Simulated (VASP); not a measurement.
## CdSe: single point with r2SCAN0

Crystal: CdSe.

```
CELL_PARAMETERS angstrom
0.00000 2.87396 2.87396
2.87396 0.00000 2.87396
2.87396 2.87396 0.00000
ATOMIC_POSITIONS crystal
Cd 0.00000 0.00000 0.00000
Se 0.50000 0.50000 0.50000
```

- Program: VASP 6.6.1
- Task: single point
- Functional: r2SCAN0
- Potentials or basis: VASP PAW PBE potentials, release 64 (Cd, Se)
- Cutoff: 440 eV
- k mesh: 4 × 4 × 4
- Occupations: fermi-dirac, width 0.05 eV
- Spin: no spin polarisation
- Dipole correction: no
- Grid for exact exchange (PRECFOCK): Normal
- Further INCAR settings: ALGO = Normal; EDIFF = 1e-06; NBANDS = 16
- Share of exact exchange: 0.25

The pressure is -2.8 GPa and the band gap on the k mesh is 1.44 eV (least direct gap 2.69 eV).

Levels at points of the mesh, in eV from the valence-band top:
```tsv
k point	band 5	band 6	band 7	band 8	band 9	band 10	band 11	band 12	band 13	band 14
(0.00, 0.00, 0.00)	-9.44	-9.44	-0.54	-0.54	-0.54	2.15	10.76	10.76	10.76	12.46
(0.50, 0.00, 0.00)	-9.32	-9.32	-5.30	0.00	0.00	5.00	7.40	7.40	8.51	13.61
(0.50, 0.50, 0.00)	-9.27	-8.66	-4.40	-2.13	-2.13	1.44	7.31	12.37	13.08	13.08
```

Wall time 6.4 min on 1 thread of Intel(R) Xeon(R) Platinum 8375C CPU @ 2.90GHz (Ice Lake), on a shared host, peak memory 0.17 GiB.

Caveat: the k points lie up to 0.47 Å⁻¹ apart; the PAW data sets were made with another functional, which shifts forces and pressure a little. A k mesh can miss the band edges.
